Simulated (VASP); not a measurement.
A run of VASP 6.6.1 is set up as follows.

INCAR

```
PREC = Accurate ; ENCUT = 520
EDIFF = 1E-6 ; ISMEAR = 0
SIGMA = 0.15 ; LREAL = F
LASPH = T ; NELM = 60
ALGO = Fast ; ISIF = 2
LWAVE = F ; LCHARG = F
GGA = PS ; NBANDS = 19
```

KPOINTS

```
regular mesh
0
Gamma
  18 18 10
```

POSCAR

```
Zr
1.0
    3.2319982225      0.0000000000      0.0000000000
   -1.6159991112      2.7989925657      0.0000000000
    0.0000000000      0.0000000000      5.1470000000
Zr
2
Direct
    0.3065379781      0.6130759563      0.1917136196
    0.6666666667      0.3333333333      0.7500000000
```

Potentials or basis: VASP PAW PBE potentials, release 64 (Zr_sv).

Run with:

```console
$ cat potpaw_PBE.64/Zr_sv/POTCAR > POTCAR
$ mpirun -np 1 vasp_std > vasp.out
```

(1) What does it give for the largest force?

(2) Estimate the pressure.

(3) What does it give for the band gap on the k mesh?

Results:

(1) 1.627 eV/Å.

(2) -0.1 GPa.

(3) zero (band 12 reaches 9.62 eV, above the bottom of band 13 at 8.53 eV).

Caveat: the cell differs from its parent crystal (atom 1 (Zr) moved by (-0.150, -0.300) A along y and z); the PAW data sets were made with another functional, which shifts forces and pressure a little.
